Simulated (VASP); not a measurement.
# Si4C5 in VASP: further runs, part 2 of 2

VASP 6.6.1. The steps go on from the part before.

## (4) Single point, PBE, collinear spin

The input, INCAR:

```
SYSTEM = Si4C5
ALGO     = Normal         ! electronic algorithm
DIPOL    = 0.5 0.5 0.347
EDIFF    = 1E-6           ! SCF threshold, eV
ENCUT    = 520            ! plane-wave cutoff, eV
GGA      = PE             ! functional
IDIPOL   = 3            
ISIF     = 2              ! what is computed and relaxed
ISMEAR   = 0              ! smearing method
ISPIN    = 2              ! spin polarisation
LASPH    = .True.         ! aspherical terms in the spheres
LCHARG   = .False.        ! write CHGCAR
LDIPOL   = .True.       
LORBIT   = 11             ! projections on sites
LREAL    = .False.        ! projectors in reciprocal space
LWAVE    = .False.        ! write WAVECAR
MAGMOM   = 0 0 0 0 2 0 0 0 0 ! initial moments
NBANDS   = 32             ! bands
NELM     = 150            ! most SCF steps
PREC     = Accurate       ! precision mode
SIGMA    = 0.05           ! smearing width, eV
```

The input, KPOINTS:

```
k-points
0
Gamma
  9 9 1
  0 0 0
```

The input, POSCAR:

```
Si4C5
1.0
    3.0920147208      0.0000000000      0.0000000000
   -1.5460073604      2.6777632971      0.0000000000
    0.0000000000      0.0000000000     25.2337106667
C Si
5 4
Direct
    0.3333333333      0.6666666667      0.1585181051
    0.6666666667      0.3333333333      0.2590546646
    0.3333333333      0.6666666667      0.3607902149
    0.6666666667      0.3333333333      0.4623551549
    0.6666666667      0.3333333333      0.5462419241
    0.6666666667      0.3333333333      0.1834768895
    0.3333333333      0.6666666667      0.2840134490
    0.6666666667      0.3333333333      0.3842867907
    0.3333333333      0.6666666667      0.4848161584
```

Potentials or basis: VASP PAW PBE potentials, release 64 (C, Si).

On the command line:

```bash
$ cat potpaw_PBE.64/C/POTCAR potpaw_PBE.64/Si/POTCAR > POTCAR
$ mpirun -np 1 vasp_std > vasp.out
```

OUTCAR:

```text
SYSTEM = Si4C5
   EDIFF = 1E-6
   ENCUT = 520
   GGA = PE
   ISIF = 2
   ISMEAR = 0
   ISPIN = 2
   LASPH = .True.
   LORBIT = 11
   LREAL = .False.
   NELM = 150
   PREC = Accurate

 ion  position               nearest neighbor table
   1  0.333  0.667  0.159-   6 1.89   6 1.89   6 1.89
   2  0.667  0.333  0.259-   7 1.89   7 1.89   7 1.89   6 1.91
   3  0.333  0.667  0.361-   8 1.88   8 1.88   8 1.88   7 1.94
   4  0.667  0.333  0.462-   9 1.87   9 1.87   9 1.87   8 1.97
   5  0.667  0.333  0.546-   9 2.36   9 2.36   9 2.36
   6  0.667  0.333  0.183-   1 1.89   1 1.89   1 1.89   2 1.91   7 3.10   7 3.10   7 3.10
   7  0.333  0.667  0.284-   2 1.89   2 1.89   2 1.89   3 1.94   8 3.10   8 3.10   8 3.10   6 3.10
                             6 3.10   6 3.10
   8  0.667  0.333  0.384-   3 1.88   3 1.88   3 1.88   4 1.97   7 3.10   7 3.10   7 3.10   9 3.10
                             9 3.10   9 3.10
   9  0.333  0.667  0.485-   4 1.87   4 1.87   4 1.87   5 2.36   5 2.36   5 2.36   8 3.10   8 3.10
                             8 3.10

  LATTYP: Found a hexagonal cell.
 ALAT       =     3.0920147208
 C/A-ratio  =     8.1609283736

  Lattice vectors:
[... 1020 lines left out ...]
  energy-cutoff  :      520.00
  volume of cell :      208.93
      direct lattice vectors                 reciprocal lattice vectors
     3.092014721  0.000000000  0.000000000     0.323413725  0.186723001  0.000000000
    -1.546007360  2.677763297  0.000000000     0.000000000  0.373446003  0.000000000
     0.000000000  0.000000000 25.233710667     0.000000000  0.000000000  0.039629526

 POSITION                                       TOTAL-FORCE (eV/Angst)
 -----------------------------------------------------------------------------------
     -0.00000      1.78518      4.00000        -0.000000     -0.000000      2.361783
      1.54601      0.89259      6.53691         0.000000      0.000000      1.435093
     -0.00000      1.78518      9.10408         0.000000     -0.000000      0.375018
      1.54601      0.89259     11.66694         0.000000     -0.000000     -1.182301
      1.54601      0.89259     13.78371        -0.000000      0.000000     -2.411049
      1.54601      0.89259      4.62980        -0.000000     -0.000000     -2.959313
     -0.00000      1.78518      7.16671         0.000000      0.000000     -0.997018
      1.54601      0.89259      9.69698        -0.000000      0.000000     -0.201198
     -0.00000      1.78518     12.23371         0.000000     -0.000000      3.578984
 -----------------------------------------------------------------------------------
    total drift:                               -0.000000      0.000000      0.000062

  FREE ENERGIE OF THE ION-ELECTRON SYSTEM (eV)
  ---------------------------------------------------
  free  energy   TOTEN  =       -60.8052085192 eV

  energy  without entropy=      -60.7957625212  energy(sigma->0) =      -60.80048552

 vacuum level on the upper side and lower side of the slab         5.552         7.014

 total charge

# of ion       s       p       d       tot
------------------------------------------
    1        0.874   1.512   0.000   2.387
    2        0.849   1.676   0.000   2.525
    3        0.842   1.688   0.000   2.530
    4        0.847   1.664   0.000   2.511
    5        1.046   1.004   0.000   2.050
    6        0.708   0.949   0.000   1.657
    7        0.706   0.943   0.000   1.649
    8        0.713   0.931   0.000   1.644
    9        0.686   0.902   0.000   1.588
--------------------------------------------------
tot          7.271  11.270   0.000  18.541

 magnetization (x)

# of ion       s       p       d       tot
------------------------------------------
    1       -0.000  -0.000   0.000  -0.000
    2        0.000   0.000   0.000   0.000
    3       -0.000  -0.000   0.000  -0.000
    4       -0.000   0.000   0.000  -0.000
    5        0.000   0.000   0.000   0.000
    6        0.000  -0.000   0.000  -0.000
    7        0.000  -0.000   0.000  -0.000
    8       -0.000  -0.000   0.000  -0.000
    9       -0.000  -0.000   0.000  -0.000
--------------------------------------------------
tot         -0.000   0.000   0.000   0.000
```

OSZICAR:

```text
N       E                     dE             d eps       ncg     rms          rms(c)
DAV:   1     0.168668560915E+03    0.16867E+03   -0.14418E+04  1536   0.915E+02
DAV:   2    -0.467524029694E+02   -0.21542E+03   -0.20327E+03  2056   0.195E+02
DAV:   3    -0.676329820493E+02   -0.20881E+02   -0.20431E+02  2000   0.575E+01
[... 13 lines left out ...]
DAV:  57    -0.608051902852E+02   -0.38600E-04   -0.32811E-06  1744   0.678E-03    0.112E-02
DAV:  58    -0.608052020782E+02   -0.11793E-04   -0.94980E-07  1296   0.286E-03    0.934E-03
DAV:  59    -0.608052048648E+02   -0.27866E-05   -0.18356E-06  1392   0.344E-03    0.646E-03
DAV:  60    -0.608052082967E+02   -0.34319E-05   -0.16664E-06  1368   0.326E-03    0.344E-03
DAV:  61    -0.608052085192E+02   -0.22244E-06   -0.95961E-07  1400   0.255E-03
   1 F= -.60805209E+02 E0= -.60800486E+02  d E =-.944600E-02  mag=     0.0003
```

Wall time 18 min (1 thread of Intel Xeon Platinum 8259CL at 2.50GHz (Skylake/Cascade Lake), shared host); peak memory 0.46 GiB.

Results:

```
Free energy                                           : -60.8052 eV
Largest force                                         : 3.579 eV/Å
Band gap on the k mesh                                : zero (filled and empty bands overlap)
Net moment                                            : 0.00 μB per cell
Valence electrons inside the program's atomic spheres : C 2.39, 2.52, 2.53, 2.51, 2.05; Si 1.66, 1.65, 1.64, 1.59
```

Forces in eV/Å, atoms in the order of the input:
```
C    0.000  0.000  2.362
C    0.000  0.000  1.435
C    0.000  0.000  0.375
C    0.000  0.000 -1.182
C    0.000  0.000 -2.411
Si   0.000  0.000 -2.959
Si   0.000  0.000 -0.997
Si   0.000  0.000 -0.201
Si   0.000  0.000  3.579
```

Levels at points of the mesh, in eV from the Fermi level:
Spin up:
```csv
k point,band 15,band 16,band 17,band 18,band 19,band 20,band 21,band 22
"(0.00, 0.00, 0.00)",-0.59,0.20,0.20,0.22,1.49,1.49,2.53,3.83
```
Spin down:
| k point | band 16 | band 17 | band 18 | band 19 | band 20 | band 21 |
| --- | --- | --- | --- | --- | --- | --- |
| (0.00, 0.00, 0.00) | 0.20 | 0.20 | 0.22 | 1.49 | 1.49 | 2.53 |

## (5) Single point, PBE, collinear spin

The input, INCAR:

```
  PREC = Accurate
  ENCUT = 520
  EDIFF = 1E-6
  ISMEAR = 0
  SIGMA = 0.05
  LREAL = False
  LASPH = True
  NELM = 150
  ALGO = Normal
  ISIF = 2
  LWAVE = False
  LCHARG = True
  ISPIN = 2
  MAGMOM = 0 0 0 0 2 0 0 0 0
  LORBIT = 11
  LDIPOL = True
  IDIPOL = 3
  DIPOL = 0.5 0.5 0.351
  GGA = PE
  LELF = True
  LVHAR = True
  LVACPOTAV = True
  NBANDS = 32
```

The input, KPOINTS:

```
regular mesh
0
Gamma
  9 9 1
```

POSCAR, as its differences from that of step 4:

```diff
@@ -12,3 +12,3 @@
     0.6666666667      0.3333333333      0.4623551549
-    0.6666666667      0.3333333333      0.5462419241
+    0.6666666667      0.3333333333      0.5811159072
     0.6666666667      0.3333333333      0.1834768895
```

On the command line:

```bash
$ cat potpaw_PBE.64/C/POTCAR potpaw_PBE.64/Si/POTCAR > POTCAR
$ mpirun -np 1 vasp_std > vasp.out
```

Run time: 9.5 min. Hardware: 1 thread of Intel Xeon Platinum 8259CL at 2.50GHz (Skylake/Cascade Lake), shared host; peak memory 0.45 GiB.

It converged, with:

```
Free energy                                           : -59.5459 eV
Largest force                                         : 2.863 eV/Å
Net moment                                            : 0.99 μB per cell
Site moments                                          : C +0.00, +0.01, +0.02, +0.51 (each value once); Si -0.00, +0.01, -0.04 (each value once) μB
Valence electrons inside the program's atomic spheres : C 2.39, 2.53, 2.52, 1.96 (each value once); Si 1.66, 1.65, 1.60 (each value once)
```

Forces on the atoms (eV/Å):
```
C    0.000  0.000  2.373
C    0.000  0.000  1.135
C    0.000  0.000 -0.077
C    0.000  0.000 -0.712
C    0.000  0.000 -1.222
Si   0.000  0.000 -2.863
Si   0.000  0.000 -0.625
Si   0.000  0.000  0.191
Si   0.000  0.000  1.800
```

Levels at points of the mesh, in eV from the Fermi level:
Spin up:
| k point | band 14 | band 15 | band 16 | band 17 | band 18 | band 19 | band 20 | band 21 | band 22 | band 23 |
| --- | --- | --- | --- | --- | --- | --- | --- | --- | --- | --- |
| (0.00, 0.00, 0.00) | -1.26 | -1.26 | -0.36 | 0.16 | 0.16 | 1.90 | 1.90 | 2.71 | 3.80 | 4.77 |
Spin down:
```
           k point  band 14  band 15  band 16  band 17  band 18  band 19  band 20  band 21
(0.00, 0.00, 0.00)    -1.26    -0.66     0.00     0.18     0.18     2.82     2.82     3.27
```

## (6) Single point, PBE, collinear spin

The input, INCAR:

```
PREC = Accurate
ENCUT = 520
EDIFF = 1E-6
ISMEAR = 0
SIGMA = 0.05
LREAL = False
LASPH = True
NELM = 150
ALGO = Normal
ISIF = 2
LWAVE = False
LCHARG = False
ISPIN = 2
MAGMOM = 0 0 0 0 2 0 0 0 0
LORBIT = 11
LDIPOL = True
IDIPOL = 3
DIPOL = 0.5 0.5 0.356
GGA = PE
NBANDS = 32
```

The input, KPOINTS:

```
Automatic mesh
0
Gamma
  9 9 1
```

POSCAR, as its differences from that of step 5:

```diff
@@ -12,3 +12,3 @@
     0.6666666667      0.3333333333      0.4623551549
-    0.6666666667      0.3333333333      0.5811159072
+    0.6666666667      0.3333333333      0.6286713388
     0.6666666667      0.3333333333      0.1834768895
```

Potentials or basis: VASP PAW PBE potentials, release 64 (C, Si).

On the command line:

```bash
$ cat potpaw_PBE.64/C/POTCAR potpaw_PBE.64/Si/POTCAR > POTCAR
$ mpirun -np 1 vasp_std > vasp.out
```

Wall time 13 min (1 thread of Intel Xeon Platinum 8259CL at 2.50GHz (Skylake/Cascade Lake), shared host); peak memory 0.46 GiB.

It converged, with:

- Free energy: -58.3559 eV
- Largest force: 2.923 eV/Å
- Net moment: 1.21 μB per cell
- Site moments: C -0.00, +0.01, +0.49 (each value once); Si +0.00, +0.06 (each value once) μB
- Valence electrons inside the program's atomic spheres: C 2.39, 2.53, 2.51, 1.94 (each value once); Si 1.66, 1.65, 1.64 (each value once)

Forces in eV/Å, atoms in the order of the input:
```
C    0.000  0.000  2.351
C    0.000  0.000  1.282
C    0.000  0.000  0.090
C    0.000  0.000  0.102
C    0.000  0.000 -0.448
Si   0.000  0.000 -2.923
Si   0.000  0.000 -0.765
Si   0.000  0.000  0.000
Si   0.000  0.000  0.311
```

Levels at points of the mesh, in eV from the Fermi level:
Spin up:
| k point | band 15 | band 16 | band 17 | band 18 | band 19 | band 20 | band 21 | band 22 |
| --- | --- | --- | --- | --- | --- | --- | --- | --- |
| (0.00, 0.00, 0.00) | -1.34 | -0.49 | 0.18 | 0.18 | 0.64 | 2.08 | 2.08 | 3.57 |
Spin down:
| k point | band 14 | band 15 | band 16 | band 17 | band 18 | band 19 | band 20 | band 21 |
| --- | --- | --- | --- | --- | --- | --- | --- | --- |
| (0.00, 0.00, 0.00) | -1.33 | -0.63 | 0.00 | 0.19 | 0.19 | 1.53 | 2.93 | 2.93 |

Caveat: a moment this small can come from the mesh or the smearing.

## (7) Summary

| cell | cutoff (eV) | second try | gap on the mesh (eV) | moment (μB) | largest force (eV/Å) |
| --- | --- | --- | --- | --- | --- |
| as given, atomic positions A | 640 | not_converged | none | 0.57 | 2.87 |
| as given, atomic positions B | 520 | - | none | 0.00 | 26.01 |
| as given, atomic positions C | 520 | - | none | 0.00 | 3.58 |
| as given, atomic positions D | 520 | - | none | 0.99 | 2.86 |
| as given, atomic positions E | 520 | - | none | 1.21 | 2.92 |

Alike in all rows: task single point; level PBE; potentials or basis VASP PAW PBE potentials, release 64 (C, Si); spin collinear; k mesh 9 × 9 × 1; smearing gaussian 0.05 eV.

Caveats: a moment this small can come from the mesh or the smearing (at least some runs).

Absolute energies hang on the potentials; compare differences alone.
